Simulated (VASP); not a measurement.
# K2CBr6 (Fm-3m) in VASP: notebook

Runs on K2CBr6. Level: PBE. Tasks: single point.

All numbers are computed with VASP 6.6.1; they aren't measurements. Logs are shortened: lines on timing, memory, paths and dates and some standing lists are left out, and cuts for length are marked.

### 1 The cell of the first run

The structure is cubic, space group Fm-3m (No. 225). Conventional cell: a = 10.061 Å, b = 10.061 Å, c = 10.061 Å, α = 90.00°, β = 90.00°, γ = 90.00°. C (site symmetry m-3m) has 6 Br at 2.41 Å within 3.2 Å. Within 4.7 Å of K (site symmetry -43m) lie 12 Br at 3.56 Å and 4 C at 4.36 Å. Within 3.2 Å of Br (site symmetry 4mm) lie 1 C at 2.41 Å.

### 2 Single point, PBE

INCAR

```
PREC = Accurate
ENCUT = 600
EDIFF = 1E-6
ISMEAR = -1
SIGMA = 0.1
LREAL = F
LASPH = T
NELM = 120
ALGO = Normal
ISIF = 2
LWAVE = F
LCHARG = F
GGA = PE
NBANDS = 42
GGA_COMPAT = F
```

KPOINTS

```
Automatic mesh
0
Gamma
  3 3 3
```

POSCAR

```
K2CBr6
1.0
    0.0000000000      5.0307060000      5.0307060000
    5.0307060000      0.0000000000      5.0307060000
    5.0307060000      5.0307060000      0.0000000000
C K Br
1 2 6
Direct
    0.0000000000      0.0000000000      0.0000000000
    0.2500000000      0.2500000000      0.2500000000
    0.7500000000      0.7500000000      0.7500000000
    0.7600000000      0.2400000000      0.2400000000
    0.2400000000      0.7600000000      0.2400000000
    0.2400000000      0.7600000000      0.7600000000
    0.7600000000      0.2400000000      0.7600000000
    0.2400000000      0.2400000000      0.7600000000
    0.7600000000      0.7600000000      0.2400000000
```

Potentials or basis: VASP PAW PBE potentials, release 64 (C, K_sv, Br).

Launch:

```bash
$ cat potpaw_PBE.64/C/POTCAR potpaw_PBE.64/K_sv/POTCAR potpaw_PBE.64/Br/POTCAR > POTCAR
$ mpirun -np 1 vasp_std > vasp.out
```

OUTCAR:

```text
PREC = Accurate
   ENCUT = 600
   EDIFF = 1E-6
   ISMEAR = -1
   LREAL = F
   LASPH = T
   NELM = 120
   ISIF = 2
   GGA = PE

 ion  position               nearest neighbor table
   1  0.000  0.000  0.000-   4 2.41   5 2.41   6 2.41   7 2.41   8 2.41   9 2.41
   2  0.250  0.250  0.250-
   3  0.750  0.750  0.750-
   4  0.760  0.240  0.240-   1 2.41
   5  0.240  0.760  0.240-   1 2.41
   6  0.240  0.760  0.760-   1 2.41
   7  0.760  0.240  0.760-   1 2.41
   8  0.240  0.240  0.760-   1 2.41
   9  0.760  0.760  0.240-   1 2.41

  LATTYP: Found a face centered cubic cell.
 ALAT       =    10.0614120000

  Lattice vectors:

 A1 = (   0.0000000000,   5.0307060000,   5.0307060000)
 A2 = (   5.0307060000,   0.0000000000,   5.0307060000)
 A3 = (   5.0307060000,   5.0307060000,   0.0000000000)

Analysis of symmetry for initial positions (statically):
=====================================================================
 Subroutine PRICEL returns:
 Original cell was already a primitive cell.

 Routine SETGRP: Setting up the symmetry group for a
 face centered cubic supercell.

 Subroutine GETGRP returns: Found 48 space group operations
 (whereof 48 operations were pure point group operations)
 out of a pool of 48 trial point group operations.

The static configuration has the point symmetry O_h .

Analysis of symmetry for dynamics (positions and initial velocities):
=====================================================================
 Subroutine PRICEL returns:
 Original cell was already a primitive cell.

 Routine SETGRP: Setting up the symmetry group for a
 face centered cubic supercell.

 Subroutine GETGRP returns: Found 48 space group operations
 (whereof 48 operations were pure point group operations)
 out of a pool of 48 trial point group operations.

The dynamic configuration has the point symmetry O_h .

 Subroutine INISYM returns: Found 48 space group operations
 (whereof 48 operations are pure point group operations),
 and found     1 'primitive' translations

----------------------------------------------------------------------------------------

                                     Primitive cell

  volume of cell :     254.6342

  direct lattice vectors                    reciprocal lattice vectors
     0.000000000  5.030706000  5.030706000    -0.099389628  0.099389628  0.099389628
     5.030706000  0.000000000  5.030706000     0.099389628 -0.099389628  0.099389628
     5.030706000  5.030706000  0.000000000     0.099389628  0.099389628 -0.099389628

  length of vectors
     7.114492654  7.114492654  7.114492654     0.172147886  0.172147886  0.172147886

  position of ions in fractional coordinates (direct lattice)
     0.000000000  0.000000000  0.000000000
     0.250000000  0.250000000  0.250000000
     0.750000000  0.750000000  0.750000000
     0.760000000  0.240000000  0.240000000
     0.240000000  0.760000000  0.240000000
     0.240000000  0.760000000  0.760000000
     0.760000000  0.240000000  0.760000000
     0.240000000  0.240000000  0.760000000
     0.760000000  0.760000000  0.240000000

  ion indices of the primitive-cell ions
   primitive index   ion index
                 1           1
                 2           2
                 3           3
                 4           4
                 5           5
                 6           6
                 7           7
                 8           8
                 9           9

----------------------------------------------------------------------------------------

 KPOINTS: Automatic mesh

Automatic generation of k-mesh.
 Grid dimensions read from file:
 generate k-points for:    3    3    3

 Generating k-lattice:

  Cartesian coordinates                     Fractional coordinates (reciprocal lattice)
    -0.033129876  0.033129876  0.033129876     0.333333333  0.000000000  0.000000000
     0.033129876 -0.033129876  0.033129876     0.000000000  0.333333333  0.000000000
     0.033129876  0.033129876 -0.033129876     0.000000000  0.000000000  0.333333333

  Length of vectors
     0.057382629  0.057382629  0.057382629

  Shift w.r.t. Gamma in fractional coordinates (k-lattice)
     0.000000000  0.000000000  0.000000000

 Subroutine IBZKPT returns following result:
 ===========================================

 Found      4 irreducible k-points:

 Following reciprocal coordinates:
            Coordinates               Weight
  0.000000  0.000000  0.000000      1.000000
  0.333333  0.000000  0.000000      8.000000
  0.333333  0.333333  0.000000      6.000000
 -0.333333  0.333333  0.000000     12.000000
   k-points           NKPTS =      4   k-points in BZ     NKDIM =      4   number of bands    NBANDS=     42
   number of dos      NEDOS =    301   number of ions     NIONS =      9
   total plane-waves  NPLWV = 216000
   dimension x,y,z NGX =    60 NGY =   60 NGZ =   60
   dimension x,y,z NGXF=   120 NGYF=  120 NGZF=  120
   ions per type =               1   2   6
   NGX,Y,Z   is equivalent  to a cutoff of  14.02, 14.02, 14.02 a.u.
   NGXF,Y,Z  is equivalent  to a cutoff of  28.04, 28.04, 28.04 a.u.
 SYSTEM =  unknown system
   PREC   = accura    normal or accurate (medium, high low for compatibility)
   ISTART =      0    job   : 0-new  1-cont  2-samecut
   ICHARG =      2    charge: 1-file 2-atom 10-const
   ISPIN  =      1    spin polarized calculation?
   LNONCOLLINEAR =      F non collinear calculations
   LSORBIT =      F    spin-orbit coupling
   LASPH  =      T    aspherical Exc in radial PAW
   ENCUT  =  600.0 eV  44.10 Ry    6.64 a.u.  14.21 14.21 14.21*2*pi/ulx,y,z
   NELM   =    120;   NELMIN=  2; NELMDL= -5     # of ELM steps
   EDIFF  = 0.1E-05   stopping-criterion for ELM
   LREAL  =      F    real-space projection
   EDIFFG = 0.1E-04   stopping-criterion for IOM
   NSW    =      0    number of steps for IOM
   IBRION =     -1    ionic relax: 0-MD 1-quasi-New 2-CG
   NFREE  =      0    steps in history (QN), initial steepest desc. (CG)
   ISIF   =      2    stress and relaxation
   ISYM   =      2    0-nonsym 1-usesym 2-fastsym
   POTIM  = 0.5000    time-step for ionic-motion
   TEBEG  =    0.0;   TEEND  =   0.0 temperature during run
   PSTRESS=    0.0 pullay stress
   NELECT =      64.0000    total number of electrons
   NUPDOWN=      -1.0000    fix difference up-down
   EMIN   =  10.00;   EMAX   =-10.00  energy-range for DOS
   EFERMI =   0.00;   METHOD = LEGACY
   ISMEAR =    -1;   SIGMA  =   0.10  broadening in eV -4-tet -1-fermi 0-gaus
   EFERMI_NEDOS =   21; number of points for ismear=-14 and -15
   IALGO  =     38    algorithm
   IMIX   =      4    mixing-type and parameters
     AMIX     =   0.40;   BMIX     =  1.00
     AMIX_MAG =   1.60;   BMIX_MAG =  1.00
  volume/ion in A,a.u.               =      28.29       190.93
  Fermi-wavevector in a.u.,A,eV,Ry     =   1.033148  1.952367 14.522789  1.067395
  Thomas-Fermi vector in A             =   2.167381
   LORBIT       =      0    0 simple, 1 ext, 2 COOP (PROOUT), +10 PAW based schemes
   GGA     = PE    functional components
   LHFCALC =     F    Hartree Fock is set to
   AEXX    =    0.0000 exact exchange contribution
   IVDW    =     0    specifies the selected vdW correction
   LEPSILON=     F    determine dielectric tensor
   LRPA    =     F    only Hartree local field effects (RPA)
 non-spin polarized calculation
  energy-cutoff  :      600.00
  volume of cell :      254.63
 maximum number of plane-waves:      8502
 NGX is ok and might be reduce to    60
   NGX = 29   NGY = 29   NGZ = 29

 number of electron      63.9999998 magnetization

 Free energy of the ion-electron system (eV)
  ---------------------------------------------------
  ext. energy  EPLUGINS =         0.00000000
  ---------------------------------------------------
  free energy    TOTEN  =       -23.16557844 eV

  energy without entropy =      -22.91710987  energy(sigma->0) =      -23.04134416

 E-fermi :   0.2685     XC(G=0):  -8.3995

 val. band max:        0.1136978019   @ k =   0.3333   0.0000   0.0000
 cond. band min:       0.3052817038   @ k =   0.3333   0.3333   0.0000
 fundamental gap:      0.1915839020
 Fermi energy:         0.2685227159

 k-point     1 :       0.0000    0.0000    0.0000
  band No.  band energies     occupation
      1     -28.3401      2.00000
      2     -28.3382      2.00000
      3     -14.4006      2.00000
      4     -13.3617      2.00000
      5     -13.3617      2.00000
      6     -13.3617      2.00000
[... 34 lines left out ...]
     41       7.2865      0.00000
     42       7.2865      0.00000

 k-point     2 :       0.3333    0.0000    0.0000
  band No.  band energies     occupation
      1     -28.3396      2.00000
      2     -28.3386      2.00000
      3     -14.3089      2.00000
      4     -13.5485      2.00000
      5     -13.3097      2.00000
      6     -13.3097      2.00000
[... 34 lines left out ...]
     41       7.7038      0.00000
     42       7.9103      0.00000

 k-point     3 :       0.3333    0.3333    0.0000
  band No.  band energies     occupation
      1     -28.3396      2.00000
      2     -28.3386      2.00000
      3     -14.2843      2.00000
      4     -13.4015      2.00000
      5     -13.4015      2.00000
      6     -13.3960      2.00000
[... 34 lines left out ...]
     41       7.7830      0.00000
     42       8.3232      0.00000

 k-point     4 :      -0.3333    0.3333    0.0000
  band No.  band energies     occupation
      1     -28.3391      2.00000
      2     -28.3391      2.00000
      3     -14.2394      2.00000
      4     -13.5506      2.00000
      5     -13.3993      2.00000
      6     -13.3374      2.00000
[... 34 lines left out ...]
     41       8.0690      0.00000
     42       8.2588      0.00000

------------------------ aborting loop because EDIFF is reached ----------------------------------------

  FORCE on cell =-STRESS in cart. coord.  units (eV):
  Direction    XX          YY          ZZ          XY          YZ          ZX
  --------------------------------------------------------------------------------------
  -------------------------------------------------------------------------------------
  Total       -0.6312802     -0.6312802     -0.6312802     -0.0000000     -0.0000000     -0.0000000
  in kB       -3.9720615     -3.9720615     -3.9720615     -0.0000000     -0.0000000     -0.0000000
  external PRESSURE =      -3.9720615 kB  Pullay stress =       0.0000000 kB

 VOLUME and BASIS-vectors are now :
 -----------------------------------------------------------------------------
  energy-cutoff  :      600.00
  volume of cell :      254.63
      direct lattice vectors                 reciprocal lattice vectors
     0.000000000  5.030706000  5.030706000    -0.099389628  0.099389628  0.099389628
     5.030706000  0.000000000  5.030706000     0.099389628 -0.099389628  0.099389628
     5.030706000  5.030706000  0.000000000     0.099389628  0.099389628 -0.099389628

 POSITION                                       TOTAL-FORCE (eV/Angst)
 -----------------------------------------------------------------------------------
      0.00000      0.00000      0.00000         0.000000     -0.000000     -0.000000
      2.51535      2.51535      2.51535         0.000000      0.000000     -0.000000
      7.54606      7.54606      7.54606        -0.000000     -0.000000     -0.000000
      2.41474      5.03071      5.03071        -0.350784     -0.000000     -0.000000
      5.03071      2.41474      5.03071         0.000000     -0.350784     -0.000000
      7.64667      5.03071      5.03071         0.350784     -0.000000     -0.000000
      5.03071      7.64667      5.03071         0.000000      0.350784     -0.000000
      5.03071      5.03071      2.41474         0.000000     -0.000000     -0.350784
      5.03071      5.03071      7.64667         0.000000     -0.000000      0.350784
 -----------------------------------------------------------------------------------
    total drift:                                0.000000      0.000000     -0.000000

  FREE ENERGIE OF THE ION-ELECTRON SYSTEM (eV)
  ---------------------------------------------------
  free  energy   TOTEN  =       -23.1655784399 eV

  energy  without entropy=      -22.9171098730  energy(sigma->0) =      -23.04134416
```

Run time: 65 s. Hardware: 1 thread of Intel Xeon Platinum 8559C (Emerald Rapids), shared host; peak memory 0.51 GiB.

Results:

* Free energy: -23.1656 eV
* Pressure: -0.4 GPa
* Largest force: 0.351 eV/Å
* Band gap on the k mesh: zero (bands 32 and 33 overlap by 0.22 eV)

Forces in eV/Å, atoms in the order of the input:
```
C    0.000  0.000  0.000
K    0.000  0.000  0.000
K    0.000  0.000  0.000
Br  -0.351  0.000  0.000
Br   0.000 -0.351  0.000
Br   0.351  0.000  0.000
Br   0.000  0.351  0.000
Br   0.000  0.000 -0.351
Br   0.000  0.000  0.351
```

Caveat: the k points lie up to 0.36 Å⁻¹ apart; semilocal functionals underestimate gaps, and a narrow one can read as zero.

[end of part 1 of 2]

The gap in the log of VASP goes by the Fermi energy; the results here count the filled bands.